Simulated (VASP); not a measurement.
Here is a VASP 6.6.1 calculation.

File INCAR:

```
SYSTEM = Te2Mo
  PREC = Accurate
  ENCUT = 400
  EDIFF = 1E-6
  ISMEAR = 0
  SIGMA = 0.05
  LREAL = .False.
  LASPH = .True.
  NELM = 120
  ALGO = Normal
  ISIF = 2
  LWAVE = .False.
  LCHARG = .False.
  GGA = PE
  NBANDS = 35
  GGA_COMPAT = .False.
  NELMDL = -8
```

KPOINTS

```
Automatic mesh
0
Gamma
  10 18 1
  0 0 0
```

The input POSCAR:

```
Te2Mo
1.0
    6.3464495600      0.0000000000      0.0000000000
    0.0000000000      3.4942155400      0.0000000000
    0.0000000000      0.0000000000     17.1034374000
Te Mo
4 2
Direct
    0.9208572000      0.2500000000      0.6199550800
    0.0791428000      0.7500000000      0.3800449200
    0.4279828300      0.7500000000      0.5857750400
    0.5720171700      0.2500000000      0.4142249600
    0.1806247200      0.2500000000      0.4942208100
    0.8193752800      0.7500000000      0.5057791900
```

Potentials or basis: VASP PAW PBE potentials, release 64 (Te, Mo_sv).

The run is started by

```sh
$ cat potpaw_PBE.64/Te/POTCAR potpaw_PBE.64/Mo_sv/POTCAR > POTCAR
$ mpirun -np 1 vasp_std > vasp.out
```

(1) Estimate the largest force.

(2) Predict the band gap on the k mesh.

Answers

(1) 0.210 eV/Å.

(2) zero (bands 26 and 27 overlap by 0.15 eV).

Caveat: spin-orbit coupling is left out, which moves the levels of the heavy elements.
